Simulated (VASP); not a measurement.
# Ni (Pm-3m) in VASP: a series of runs

Runs on Ni. Level: revPBE. Tasks: single point.

All numbers are computed with VASP 6.6.1; they aren't measurements. Logs are shortened: lines on timing, memory, paths and dates and some standing lists are left out, and cuts for length are marked.

**1. The cell of the first run**

The structure is cubic, space group Pm-3m (No. 221). The conventional cell has a = 2.280 Å, b = 2.280 Å, c = 2.280 Å, α = 90.00°, β = 90.00°, γ = 90.00°. Within 3.0 Å of Ni (site symmetry m-3m) lie 6 Ni at 2.28 Å.

This isn't the form of Ni at room conditions, which is fcc.

**2. Single point, revPBE (11.86 Å³/atom)**

INCAR reads:

```
SYSTEM = Ni
  ALGO = Normal
  EDIFF = 1E-6
  ENCUT = 600
  GGA = RE
  GGA_COMPAT = .FALSE.
  ISIF = 2
  ISMEAR = -1
  LASPH = .TRUE.
  LCHARG = .TRUE.
  LELF = .TRUE.
  LREAL = .FALSE.
  LVHAR = .TRUE.
  LWAVE = .FALSE.
  NBANDS = 11
  NELM = 120
  PREC = Accurate
  SIGMA = 0.1
```

KPOINTS reads:

```
k-points
0
G
  15 15 15
  0 0 0
```

POSCAR reads:

```
Ni
1.0
    2.2804283334      0.0000000000      0.0000000000
    0.0000000000      2.2804283334      0.0000000000
    0.0000000000      0.0000000000      2.2804283334
Ni
1
Direct
    0.0000000000      0.0000000000      0.0000000000
```

Potentials or basis: VASP PAW PBE potentials, release 64 (Ni).

Launch:

```bash
cat potpaw_PBE.64/Ni/POTCAR > POTCAR
mpirun -np 1 vasp_std > vasp.out
```

OUTCAR:

```text
SYSTEM = Ni
   EDIFF = 1E-6
   ENCUT = 600
   GGA = RE
   ISIF = 2
   ISMEAR = -1
   LASPH = .TRUE.
   LREAL = .FALSE.
   NELM = 120
   PREC = Accurate

 ion  position               nearest neighbor table
   1  0.000  0.000  0.000-

  LATTYP: Found a simple cubic cell.
 ALAT       =     2.2804283334

  Lattice vectors:

 A1 = (   2.2804283334,   0.0000000000,   0.0000000000)
 A2 = (   0.0000000000,   2.2804283334,   0.0000000000)
 A3 = (   0.0000000000,   0.0000000000,   2.2804283334)

Analysis of symmetry for initial positions (statically):
=====================================================================
 Subroutine PRICEL returns:
 Original cell was already a primitive cell.

 Routine SETGRP: Setting up the symmetry group for a
 simple cubic supercell.

 Subroutine GETGRP returns: Found 48 space group operations
 (whereof 48 operations were pure point group operations)
 out of a pool of 48 trial point group operations.

The static configuration has the point symmetry O_h .

Analysis of symmetry for dynamics (positions and initial velocities):
=====================================================================
 Subroutine PRICEL returns:
 Original cell was already a primitive cell.

 Routine SETGRP: Setting up the symmetry group for a
 simple cubic supercell.

 Subroutine GETGRP returns: Found 48 space group operations
 (whereof 48 operations were pure point group operations)
 out of a pool of 48 trial point group operations.

The dynamic configuration has the point symmetry O_h .

 Subroutine INISYM returns: Found 48 space group operations
 (whereof 48 operations are pure point group operations),
 and found     1 'primitive' translations

----------------------------------------------------------------------------------------

                                     Primitive cell

  volume of cell :      11.8590

  direct lattice vectors                    reciprocal lattice vectors
     2.280428333  0.000000000  0.000000000     0.438514110  0.000000000  0.000000000
     0.000000000  2.280428333  0.000000000     0.000000000  0.438514110  0.000000000
     0.000000000  0.000000000  2.280428333     0.000000000  0.000000000  0.438514110

  length of vectors
     2.280428333  2.280428333  2.280428333     0.438514110  0.438514110  0.438514110

  position of ions in fractional coordinates (direct lattice)
     0.000000000  0.000000000  0.000000000

  ion indices of the primitive-cell ions
   primitive index   ion index
                 1           1

----------------------------------------------------------------------------------------

 KPOINTS: k-points

Automatic generation of k-mesh.
 Grid dimensions read from file:
 generate k-points for:   15   15   15

 Generating k-lattice:

  Cartesian coordinates                     Fractional coordinates (reciprocal lattice)
     0.029234274  0.000000000  0.000000000     0.066666667  0.000000000  0.000000000
     0.000000000  0.029234274  0.000000000     0.000000000  0.066666667  0.000000000
     0.000000000  0.000000000  0.029234274     0.000000000  0.000000000  0.066666667

  Length of vectors
     0.029234274  0.029234274  0.029234274

  Shift w.r.t. Gamma in fractional coordinates (k-lattice)
     0.000000000  0.000000000  0.000000000

 Subroutine IBZKPT returns following result:
 ===========================================

 Found    120 irreducible k-points:

 Following reciprocal coordinates:
            Coordinates               Weight
  0.000000  0.000000  0.000000      1.000000
  0.066667  0.000000  0.000000      6.000000
  0.133333  0.000000  0.000000      6.000000
  0.200000  0.000000  0.000000      6.000000
  0.266667  0.000000  0.000000      6.000000
  0.333333  0.000000  0.000000      6.000000
[... 16 lines left out ...]
  0.266667  0.200000  0.000000     24.000000
  0.333333  0.200000  0.000000     24.000000
 [... further k-points ...]
   k-points           NKPTS =    120   k-points in BZ     NKDIM =    120   number of bands    NBANDS=     11
   number of dos      NEDOS =    301   number of ions     NIONS =      1
   total plane-waves  NPLWV =   5832
   dimension x,y,z NGX =    18 NGY =   18 NGZ =   18
   dimension x,y,z NGXF=    36 NGYF=   36 NGZF=   36
   ions per type =               1
   NGX,Y,Z   is equivalent  to a cutoff of  13.12, 13.12, 13.12 a.u.
   NGXF,Y,Z  is equivalent  to a cutoff of  26.24, 26.24, 26.24 a.u.
 SYSTEM =  Ni
   PREC   = accura    normal or accurate (medium, high low for compatibility)
   ISTART =      0    job   : 0-new  1-cont  2-samecut
   ICHARG =      2    charge: 1-file 2-atom 10-const
   ISPIN  =      1    spin polarized calculation?
   LNONCOLLINEAR =      F non collinear calculations
   LSORBIT =      F    spin-orbit coupling
   LASPH  =      T    aspherical Exc in radial PAW
   ENCUT  =  600.0 eV  44.10 Ry    6.64 a.u.   4.55  4.55  4.55*2*pi/ulx,y,z
   NELM   =    120;   NELMIN=  2; NELMDL= -5     # of ELM steps
   EDIFF  = 0.1E-05   stopping-criterion for ELM
   LREAL  =      F    real-space projection
   EDIFFG = 0.1E-04   stopping-criterion for IOM
   NSW    =      0    number of steps for IOM
   IBRION =     -1    ionic relax: 0-MD 1-quasi-New 2-CG
   NFREE  =      0    steps in history (QN), initial steepest desc. (CG)
   ISIF   =      2    stress and relaxation
   ISYM   =      2    0-nonsym 1-usesym 2-fastsym
   POTIM  = 0.5000    time-step for ionic-motion
   TEBEG  =    0.0;   TEEND  =   0.0 temperature during run
   PSTRESS=    0.0 pullay stress
   NELECT =      10.0000    total number of electrons
   NUPDOWN=      -1.0000    fix difference up-down
   EMIN   =  10.00;   EMAX   =-10.00  energy-range for DOS
   EFERMI =   0.00;   METHOD = LEGACY
   ISMEAR =    -1;   SIGMA  =   0.10  broadening in eV -4-tet -1-fermi 0-gaus
   EFERMI_NEDOS =   21; number of points for ismear=-14 and -15
   IALGO  =     38    algorithm
   IMIX   =      4    mixing-type and parameters
     AMIX     =   0.40;   BMIX     =  1.00
     AMIX_MAG =   1.60;   BMIX_MAG =  1.00
  volume/ion in A,a.u.               =      11.86        80.03
  Fermi-wavevector in a.u.,A,eV,Ry     =   1.546649  2.922743 32.546807  2.392123
  Thomas-Fermi vector in A             =   2.651855
   LORBIT       =      0    0 simple, 1 ext, 2 COOP (PROOUT), +10 PAW based schemes
   GGA     = RE    functional components
   LHFCALC =     F    Hartree Fock is set to
   AEXX    =    0.0000 exact exchange contribution
   IVDW    =     0    specifies the selected vdW correction
   LEPSILON=     F    determine dielectric tensor
   LRPA    =     F    only Hartree local field effects (RPA)
 non-spin polarized calculation
  energy-cutoff  :      600.00
  volume of cell :       11.86
 maximum number of plane-waves:       413
   NGX =  9   NGY =  9   NGZ =  9

 number of electron      10.0000000 magnetization

 number of electron       9.9999997 magnetization

 Free energy of the ion-electron system (eV)
  ---------------------------------------------------
  ext. energy  EPLUGINS =         0.00000000
  ---------------------------------------------------
  free energy    TOTEN  =        -4.36454864 eV

  energy without entropy =       -4.29284478  energy(sigma->0) =       -4.32869671

 E-fermi :   8.2801     XC(G=0): -12.5631

 val. band max:        8.2792393174   @ k =   0.0667   0.0667   0.0000
 cond. band min:       8.2839887662   @ k =   0.0667   0.0000   0.0000
 fundamental gap:      0.0047494489
 Fermi energy:         8.2800604742

 k-point     1 :       0.0000    0.0000    0.0000
  band No.  band energies     occupation
      1      -0.0135      2.00000
      2       4.7258      2.00000
      3       4.7258      2.00000
      4       8.3384      0.71643
      5       8.3384      0.71643
      6       8.3384      0.71643
      7      28.5570      0.00000
      8      28.5570      0.00000
      9      28.5570      0.00000
     10      32.4820      0.00000
     11      32.4820      0.00000

 k-point     2 :       0.0667    0.0000    0.0000
  band No.  band energies     occupation
      1       0.1240      2.00000
      2       4.7457      2.00000
      3       4.7894      2.00000
      4       8.2840      0.98036
      5       8.2840      0.98036
      6       8.3427      0.69664
      7      26.7657      0.00000
      8      28.7452      0.00000
      9      28.7452      0.00000
     10      32.5055      0.00000
     11      33.7429      0.00000

 k-point     3 :       0.1333    0.0000    0.0000
  band No.  band energies     occupation
      1       0.5286      2.00000
      2       4.8022      2.00000
      3       4.9746      2.00000
      4       8.1329      1.62650
      5       8.1329      1.62650
      6       8.3550      0.64197
      7      23.8758      0.00000
      8      29.2981      0.00000
      9      29.2981      0.00000
     10      32.5764      0.00000
     11      34.7644      0.00000

 k-point     4 :       0.2000    0.0000    0.0000
  band No.  band energies     occupation
      1       1.1748      2.00000
      2       4.8866      2.00000
      3       5.2649      2.00000
      4       7.9171      1.94834
      5       7.9171      1.94834
      6       8.3731      0.56565
      7      20.9942      0.00000
      8      30.1848      0.00000
      9      30.1848      0.00000
     10      32.6940      0.00000
     11      35.1839      0.00000
[... 239 lines left out ...]
 k-point    22 :       0.2000    0.2000    0.0000
  band No.  band energies     occupation
      1       2.2776      2.00000
      2       5.2012      2.00000
      3       5.6763      2.00000
      4       7.5335      1.99886
      5       7.9231      1.94520
      6       8.0184      1.86387
      7      21.3245      0.00000
      8      23.1443      0.00000
      9      31.7619      0.00000
     10      34.3033      0.00000
     11      38.2494      0.00000

 k-point    23 :       0.2667    0.2000    0.0000
  band No.  band energies     occupation
      1       3.0124      2.00000
      2       5.3084      2.00000
      3       6.0048      2.00000
      4       7.4513      1.99950
      5       7.7326      1.99165
      6       8.0117      1.87216
      7      19.1731      0.00000
      8      23.4598      0.00000
      9      32.9089      0.00000
     10      34.6442      0.00000
     11      35.7894      0.00000

 k-point    24 :       0.3333    0.2000    0.0000
  band No.  band energies     occupation
      1       3.7796      2.00000
      2       5.3816      2.00000
      3       6.1850      2.00000
      4       7.5258      1.99894
      5       7.7537      1.98970
      6       8.0370      1.83821
      7      16.7506      0.00000
      8      24.4849      0.00000
      9      33.3653      0.00000
     10      34.3042      0.00000
     11      35.1177      0.00000

 [... further k-points ...]

------------------------ aborting loop because EDIFF is reached ----------------------------------------

  FORCE on cell =-STRESS in cart. coord.  units (eV):
  Direction    XX          YY          ZZ          XY          YZ          ZX
  --------------------------------------------------------------------------------------
  -------------------------------------------------------------------------------------
  Total        0.9901598      0.9901598      0.9901598     -0.0000000      0.0000000      0.0000000
  in kB      133.7724177    133.7724177    133.7724177     -0.0000000      0.0000000      0.0000000
  external PRESSURE =     133.7724177 kB  Pullay stress =       0.0000000 kB

 VOLUME and BASIS-vectors are now :
 -----------------------------------------------------------------------------
  energy-cutoff  :      600.00
  volume of cell :       11.86
      direct lattice vectors                 reciprocal lattice vectors
     2.280428333  0.000000000  0.000000000     0.438514110  0.000000000  0.000000000
     0.000000000  2.280428333  0.000000000     0.000000000  0.438514110  0.000000000
     0.000000000  0.000000000  2.280428333     0.000000000  0.000000000  0.438514110

 POSITION                                       TOTAL-FORCE (eV/Angst)
 -----------------------------------------------------------------------------------
      0.00000      0.00000      0.00000         0.000000      0.000000      0.000000
 -----------------------------------------------------------------------------------
    total drift:                                0.000000      0.000000      0.000000

  FREE ENERGIE OF THE ION-ELECTRON SYSTEM (eV)
  ---------------------------------------------------
  free  energy   TOTEN  =        -4.3645486375 eV

  energy  without entropy=       -4.2928447750  energy(sigma->0) =       -4.32869671
```

It took 7.9 s on 1 thread of Intel Xeon Platinum 8488C (Sapphire Rapids), shared host; peak memory 0.13 GiB.

Results:

```
Free energy            : -4.3645 eV
Pressure               : 13.4 GPa
Band gap on the k mesh : zero (bands 5 and 6 overlap by 1.27 eV)
```

Caveat: the cell stands under pressure; the PAW data sets were made with another functional, which shifts forces and pressure a little; the run has no spin polarisation, though such a crystal can be magnetic. Spin polarisation is off, so any magnetic state and its effect on volume and gap are missing.

**3. Single point, revPBE (12.37 Å³/atom)**

This run uses another cell than the first one, of 12.37 Å³/atom.

INCAR reads:

```
SYSTEM = Ni
PREC = Accurate
ENCUT = 600
EDIFF = 1E-6
ISMEAR = -1
SIGMA = 0.1
LREAL = .False.
LASPH = .True.
NELM = 120
ALGO = Normal
ISIF = 2
LWAVE = .False.
LCHARG = .True.
GGA = RE
LELF = .True.
LVHAR = .True.
NBANDS = 11
GGA_COMPAT = .False.
```

KPOINTS reads:

```
regular mesh
0
Gamma
  15 15 15
  0 0 0
```

POSCAR reads:

```
Ni
1.0
    2.3130102830      0.0000000000      0.0000000000
    0.0000000000      2.3130102830      0.0000000000
    0.0000000000      0.0000000000      2.3130102830
Ni
1
Direct
    0.0000000000      0.0000000000      0.0000000000
```

Potentials or basis: VASP PAW PBE potentials, release 64 (Ni).

Launch:

```bash
cat potpaw_PBE.64/Ni/POTCAR > POTCAR
mpirun -np 1 vasp_std > vasp.out
```

It took 7.9 s on 1 thread of Intel Xeon Platinum 8488C (Sapphire Rapids), shared host; peak memory 0.13 GiB.

It converged, with:

```yaml
Free_energy: -4.3951 eV
Pressure: 5.9 GPa
Band_gap_on_the_k_mesh: zero (bands 5 and 6 overlap by 1.19 eV)
```

Levels at points of the mesh, in eV from the Fermi level:
| k point | band 3 | band 4 | band 5 | band 6 | band 7 | band 8 |
| --- | --- | --- | --- | --- | --- | --- |
| (0.00, 0.00, 0.00) | -3.35 | 0.05 | 0.05 | 0.05 | 19.76 | 19.76 |

Caveat: the cell stands under pressure; the PAW data sets were made with another functional, which shifts forces and pressure a little; the run has no spin polarisation, though such a crystal can be magnetic.

**4. Single point, revPBE**

This run uses another cell than the first one, of 12.89 Å³/atom.

INCAR reads:

```
  ALGO = Normal
  EDIFF = 1E-6
  ENCUT = 600
  GGA = RE
  GGA_COMPAT = F
  ISIF = 2
  ISMEAR = -1
  LASPH = T
  LCHARG = F
  LREAL = F
  LWAVE = F
  NBANDS = 11
  NELM = 120
  PREC = Accurate
  SIGMA = 0.1
```

KPOINTS reads:

```
k-points
0
Gamma
  14 14 14
```

POSCAR reads:

```
Ni
1.0
    2.3446992932      0.0000000000      0.0000000000
    0.0000000000      2.3446992932      0.0000000000
    0.0000000000      0.0000000000      2.3446992932
Ni
1
Direct
    0.0000000000      0.0000000000      0.0000000000
```

Launch:

```bash
cat potpaw_PBE.64/Ni/POTCAR > POTCAR
mpirun -np 1 vasp_std > vasp.out
```

Wall time 8.8 s (1 thread of Intel Xeon Platinum 8488C (Sapphire Rapids), shared host); peak memory 0.13 GiB.

Results (log left out):

| Property | Result |
| --- | --- |
| Free energy | -4.4023 eV |
| Pressure | 0.0 GPa |
| Band gap on the k mesh | zero (bands 5 and 6 overlap by 1.23 eV) |

Levels at points of the mesh, in eV from the Fermi level:
| k point | band 1 | band 2 | band 3 | band 4 | band 5 | band 6 | band 7 | band 8 | band 9 | band 10 |
| --- | --- | --- | --- | --- | --- | --- | --- | --- | --- | --- |
| (0.00, 0.00, 0.00) | -7.75 | -3.17 | -3.17 | 0.04 | 0.04 | 0.04 | 19.27 | 19.27 | 19.27 | 22.99 |
| (0.50, 0.00, 0.00) | -3.61 | -2.74 | -0.97 | -0.97 | -0.91 | 0.13 | 3.75 | 24.27 | 26.37 | 26.48 |
| (0.50, 0.50, 0.00) | -3.74 | -2.43 | -0.77 | -0.77 | 0.72 | 5.23 | 5.23 | 11.17 | 11.24 | 30.84 |
| (0.50, 0.50, 0.50) | -2.82 | -2.82 | -2.82 | 0.78 | 0.78 | 11.70 | 11.70 | 11.70 | 13.76 | 16.92 |

Caveat: the PAW data sets were made with another functional, which shifts forces and pressure a little; the run has no spin polarisation, though such a crystal can be magnetic.

**5. Single point, revPBE (12.89 Å³/atom)**

This run uses another cell than the first one, of 12.89 Å³/atom.

INCAR reads:

```
ALGO = Normal
EDIFF = 1E-6
ENCUT = 600
GGA = RE
GGA_COMPAT = F
ISIF = 2
ISMEAR = -1
LASPH = T
LCHARG = F
LREAL = F
LWAVE = F
NBANDS = 11
NELM = 120
PREC = Accurate
SIGMA = 0.1
```

KPOINTS reads:

```
k-points
0
Gamma
  15 15 15
```

POSCAR is that of step 4.

Launch:

```bash
cat potpaw_PBE.64/Ni/POTCAR > POTCAR
mpirun -np 1 vasp_std > vasp.out
```

It took 8.9 s on 1 thread of Intel Xeon Platinum 8488C (Sapphire Rapids), shared host; peak memory 0.13 GiB.

It converged, with:

- Free energy: -4.4040 eV
- Pressure: -0.1 GPa
- Band gap on the k mesh: zero (bands 5 and 6 overlap by 1.12 eV)

Levels at points of the mesh, in eV from the Fermi level:
```csv
k point,band 3,band 4,band 5,band 6,band 7,band 8
"(0.00, 0.00, 0.00)",-3.16,0.04,0.04,0.04,19.28,19.28
```

Caveat: the PAW data sets were made with another functional, which shifts forces and pressure a little; the run has no spin polarisation, though such a crystal can be magnetic.

(Continued in part 2 of 2.)
